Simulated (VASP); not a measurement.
KPt: single point with r2SCAN

The system is KPt.

```
CELL_PARAMETERS angstrom
3.00085 0.00000 0.00000
-1.50042 2.59881 0.00000
0.00000 0.00000 5.34558
ATOMIC_POSITIONS crystal
Pt 0.66667 0.33333 0.00000
K 0.00000 0.00000 0.50000
```

```json
{
 "Program": "VASP 6.6.1",
 "Task": "single point",
 "Functional": "r2SCAN",
 "Potentials or basis": "VASP PAW PBE potentials, release 64 (Pt, K_sv)",
 "Cutoff": "520 eV",
 "k mesh": "7 × 7 × 4",
 "Occupations": "methfessel-paxton, width 0.1 eV",
 "Spin": "no spin polarisation",
 "Dipole correction": "no",
 "Further INCAR settings": "ALGO = Normal; EDIFF = 1e-06; NBANDS = 16"
}
```

| Property | Result |
| --- | --- |
| Pressure | -2.4 GPa |

Stress tensor (GPa, compression positive):
```
-2.61  0.00  0.00
 0.00 -2.61  0.00
 0.00  0.00 -2.08
```

Levels at points of the mesh, in eV from the Fermi level:
```tsv
k point	band 6	band 7	band 8	band 9	band 10	band 11	band 12	band 13	band 14	band 15
(0.00, 0.00, 0.00)	-3.58	-2.56	-2.56	-1.26	-1.26	1.63	2.05	5.72	5.72	9.24
(0.00, 0.00, 0.50)	-2.81	-2.58	-2.58	-1.31	-1.26	-1.26	2.95	5.86	5.86	9.23
```

It took 35 s on 1 thread of Intel(R) Xeon(R) Platinum 8375C CPU @ 2.90GHz (Ice Lake) (shared host), peak memory 0.18 GiB.

Caveat: the PAW data sets were made with another functional, which shifts forces and pressure a little; spin-orbit coupling is left out, which moves the levels of the heavy elements.
